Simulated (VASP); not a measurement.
# Sb (Im-3m) in VASP: settings compared, part 2 of 2

VASP 6.6.1.

## Step 5: Single point, PBE0

This run uses another cell than the first one, of 25.50 Å³/atom.

The input, POSCAR:

```
Sb
1.0
   -1.8542110042      1.8542110042      1.8542110042
    1.8542110042     -1.8542110042      1.8542110042
    1.8542110042      1.8542110042     -1.8542110042
Sb
1
Direct
    0.0000000000      0.0000000000      0.0000000000
```

The input, INCAR.step1:

```
PREC = Accurate ; ENCUT = 400
EDIFF = 1E-5 ; ISMEAR = -1
SIGMA = 0.05 ; LREAL = False
LASPH = True ; NELM = 120
ALGO = Normal ; ISIF = 2
LWAVE = True ; LCHARG = False
NBANDS = 14 ; GGA = PE
GGA_COMPAT = False
```

The input, INCAR.step2:

```
PREC = Accurate ; ENCUT = 400
EDIFF = 1E-6 ; ISMEAR = -1
SIGMA = 0.05 ; LREAL = False
LASPH = True ; NELM = 120
ALGO = Normal ; ISIF = 2
LWAVE = False ; LCHARG = False
GGA = PE ; LHFCALC = True
AEXX = 0.25 ; PRECFOCK = Normal
NBANDS = 14 ; ISTART = 1
GGA_COMPAT = False
```

The input, KPOINTS:

```
regular mesh
0
Gamma
  5 5 5
```

Potentials or basis: VASP PAW PBE potentials, release 64 (Sb_d_GW).

Command:

```bash
> cat potpaw_PBE.64/Sb_d_GW/POTCAR > POTCAR
> cp INCAR.step1 INCAR
> mpirun -np 1 vasp_std > vasp.out
> cp INCAR.step2 INCAR
> mpirun -np 1 vasp_std > vasp.out
```

OUTCAR:

```text
PREC = Accurate
   ENCUT = 400
   EDIFF = 1E-6
   ISMEAR = -1
   LREAL = False
   LASPH = True
   NELM = 120
   ISIF = 2
   GGA = PE
   LHFCALC = True
   AEXX = 0.25
   PRECFOCK = Normal
   ISTART = 1

 ion  position               nearest neighbor table
   1  0.000  0.000  0.000-

  LATTYP: Found a body centered cubic cell.
 ALAT       =     3.7084220084
[... 341 lines left out ...]
      8       4.6178      2.00000
      9       4.6178      2.00000
     10      10.7183      0.00000
     11      13.0867      0.00000
     12      24.3543      0.00000
     13      25.4867      0.00000
     14      25.4867      0.00000

------------------------ aborting loop because EDIFF is reached ----------------------------------------

  FORCE on cell =-STRESS in cart. coord.  units (eV):
  Direction    XX          YY          ZZ          XY          YZ          ZX
  --------------------------------------------------------------------------------------
  -------------------------------------------------------------------------------------
  Total       -0.0986381     -0.0986381     -0.0986381      0.0000000      0.0000000      0.0000000
  in kB       -6.1975207     -6.1975207     -6.1975207      0.0000000      0.0000000      0.0000000
  external PRESSURE =      -6.1975207 kB  Pullay stress =       0.0000000 kB

 VOLUME and BASIS-vectors are now :
 -----------------------------------------------------------------------------
  energy-cutoff  :      400.00
  volume of cell :       25.50
      direct lattice vectors                 reciprocal lattice vectors
    -1.854211004  1.854211004  1.854211004     0.000000000  0.269656473  0.269656473
     1.854211004 -1.854211004  1.854211004     0.269656473  0.000000000  0.269656473
     1.854211004  1.854211004 -1.854211004     0.269656473  0.269656473  0.000000000

 POSITION                                       TOTAL-FORCE (eV/Angst)
 -----------------------------------------------------------------------------------
      0.00000      0.00000      0.00000         0.000000      0.000000      0.000000
 -----------------------------------------------------------------------------------
    total drift:                                0.000001     -0.000001      0.000000

  FREE ENERGIE OF THE ION-ELECTRON SYSTEM (eV)
  ---------------------------------------------------
  free  energy   TOTEN  =        -5.1526633623 eV

  energy  without entropy=       -5.1462439366  energy(sigma->0) =       -5.14945365
```

OSZICAR.step1:

```text
N       E                     dE             d eps       ncg     rms          rms(c)
DAV:   1     0.795262833627E+02    0.79526E+02   -0.45902E+03   348   0.898E+03
DAV:   2     0.219202470573E+01   -0.77334E+02   -0.74098E+02   468   0.793E+02
DAV:   3    -0.380249134739E+01   -0.59945E+01   -0.59894E+01   404   0.104E+02
DAV:   4    -0.387780433602E+01   -0.75313E-01   -0.75303E-01   382   0.863E+00
DAV:   5    -0.388105624339E+01   -0.32519E-02   -0.32519E-02   424   0.165E+00    0.326E+00
DAV:   6    -0.387636211296E+01    0.46941E-02   -0.46828E-03   398   0.555E+00    0.195E+00
DAV:   7    -0.387499056432E+01    0.13715E-02   -0.50157E-03   392   0.406E+00    0.862E-02
DAV:   8    -0.387497984601E+01    0.10718E-04   -0.93072E-04   432   0.185E+00    0.268E-02
DAV:   9    -0.387498380281E+01   -0.39568E-05   -0.60084E-06   290   0.126E-01
   1 F= -.38749838E+01 E0= -.38623253E+01  d E =-.253169E-01
```

Wall time 4.4 min (1 thread of Intel Xeon Platinum 8488C (Sapphire Rapids), shared host); peak memory 0.14 GiB.

What came out:

```
Free energy            : -5.1527 eV
Pressure               : -0.6 GPa
Band gap on the k mesh : zero (an odd number of electrons rules out a gap without spin polarisation)
```

Caveat: the k points lie up to 0.48 Å⁻¹ apart, too coarse for converged energies and pressures of a metal; the PAW data sets were made with another functional, which shifts forces and pressure a little; spin-orbit coupling is left out, which moves the levels of the heavy elements.

## Step 6: Single point, HF

This run uses another cell than the first one, of 26.21 Å³/atom.

The input, POSCAR:

```
Sb
1.0
   -1.8713408863      1.8713408863      1.8713408863
    1.8713408863     -1.8713408863      1.8713408863
    1.8713408863      1.8713408863     -1.8713408863
Sb
1
Direct
    0.0000000000      0.0000000000      0.0000000000
```

The input, INCAR.step1:

```
ALGO = Normal ; EDIFF = 1E-5
ENCUT = 400 ; GGA = PE
GGA_COMPAT = False ; ISIF = 2
ISMEAR = -1 ; LASPH = True
LCHARG = False ; LREAL = False
LWAVE = True ; NBANDS = 14
NELM = 120 ; PREC = Accurate
SIGMA = 0.05
```

The input, INCAR.step2:

```
AEXX = 1.0 ; AGGAC = 0.0
ALDAC = 0.0 ; ALGO = Normal
EDIFF = 1E-6 ; ENCUT = 400
GGA = PE ; GGA_COMPAT = False
ISIF = 2 ; ISMEAR = -1
ISTART = 1 ; LASPH = True
LCHARG = False ; LHFCALC = True
LREAL = False ; LWAVE = False
NBANDS = 14 ; NELM = 120
PREC = Accurate ; PRECFOCK = Normal
SIGMA = 0.05
```

The input, KPOINTS:

```
k-points
0
Gamma
  5 5 5
```

Potentials or basis: VASP PAW PBE potentials, release 64 (Sb_d_GW).

Command:

```bash
> cat potpaw_PBE.64/Sb_d_GW/POTCAR > POTCAR
> cp INCAR.step1 INCAR
> mpirun -np 1 vasp_std > vasp.out
> cp INCAR.step2 INCAR
> mpirun -np 1 vasp_std > vasp.out
```

Wall time 8.7 min (1 thread of AMD EPYC 7R43 (Zen 3), shared host); peak memory 0.11 GiB.

The run converged. Its results:

* Free energy: -7.3122 eV
* Pressure: 2.2 GPa
* Band gap on the k mesh: zero (an odd number of electrons rules out a gap without spin polarisation)

Levels at points of the mesh, in eV from the Fermi level:
| k point | band 3 | band 4 | band 5 | band 6 | band 7 | band 8 | band 9 | band 10 | band 11 | band 12 |
| --- | --- | --- | --- | --- | --- | --- | --- | --- | --- | --- |
| (0.00, 0.00, 0.00) | -40.35 | -40.24 | -40.24 | -20.21 | 10.95 | 10.95 | 10.95 | 16.99 | 16.99 | 16.99 |

Caveat: the k points lie up to 0.47 Å⁻¹ apart, too coarse for converged energies and pressures of a metal; the PAW data sets were made with another functional, which shifts forces and pressure a little; spin-orbit coupling is left out, which moves the levels of the heavy elements.

## Step 7: Overview

```tsv
level	cell	share of exact exchange	gap on the mesh (eV)	pressure (GPa)
PBEsol-based global hybrid with 25 % exact exchange	a = 3.184 Å, angles 109.5°, 1 atom	0.25	none	-0.6
PBE0	a = 3.241 Å, angles 109.5°, 1 atom	0.25	none	-2.6
HF	a = 3.313 Å, angles 109.5°, 1 atom	1	none	-0.8
PBE0	a = 3.212 Å, angles 109.5°, 1 atom	0.25	none	-0.6
HF	a = 3.241 Å, angles 109.5°, 1 atom	1	none	2.2
```

Alike in all rows: task single point; potentials or basis VASP PAW PBE potentials, release 64 (Sb_d_GW); no spin polarisation; k mesh 5 × 5 × 5; cutoff (eV) 400; smearing fermi-dirac 0.05 eV.

Caveats: all runs use coarse meshes; the PAW data sets were made with another functional, which shifts forces and pressure a little; spin-orbit coupling is left out, which moves the levels of the heavy elements.

Total energies depend on the potentials used, so only differences within one code and one set of settings carry meaning.
